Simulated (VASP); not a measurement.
Zn: single point with PBE

Zn, a slab with vacuum:

```
Zn
1.0
     2.63563    0.00000    0.00000
    -1.31781    2.28252    0.00000
     0.00000    0.00000   21.09250
Zn
3
Direct
  0.00000 0.00000 0.37928
  0.33333 0.66667 0.50000
  0.00000 0.00000 0.62072
```

```yaml
Program: VASP 6.6.1
Task: single point
Functional: PBE
Potentials_or_basis: VASP PAW PBE potentials, release 64 (Zn)
Cutoff: 520 eV
k_mesh: 16 × 16 × 1
Occupations: fermi-dirac, width 0.08 eV
Spin: no spin polarisation
Dipole_correction: yes
k_mesh_for_the_DOS: 24 × 24 × 1
Occupations_for_the_DOS: tetrahedron
Further_INCAR_settings: ALGO = Normal; EDIFF = 1e-07; NBANDS = 25
```

| Property | Result |
| --- | --- |
| Valence electrons inside the program's atomic spheres | Zn 10.74, 10.77 (each value once) |

Levels at points of the mesh, in eV from the Fermi level:
| k point | band 16 | band 17 | band 18 | band 19 | band 20 | band 21 |
| --- | --- | --- | --- | --- | --- | --- |
| (0.00, 0.00, 0.00) | -6.85 | -6.85 | -5.04 | -2.17 | 1.32 | 3.57 |
| (0.50, 0.00, 0.00) | -2.08 | -1.42 | -1.10 | 0.76 | 1.61 | 2.43 |

It took 7.7 min on 1 thread of Intel Xeon 8259CL (shared host), peak memory 0.29 GiB.
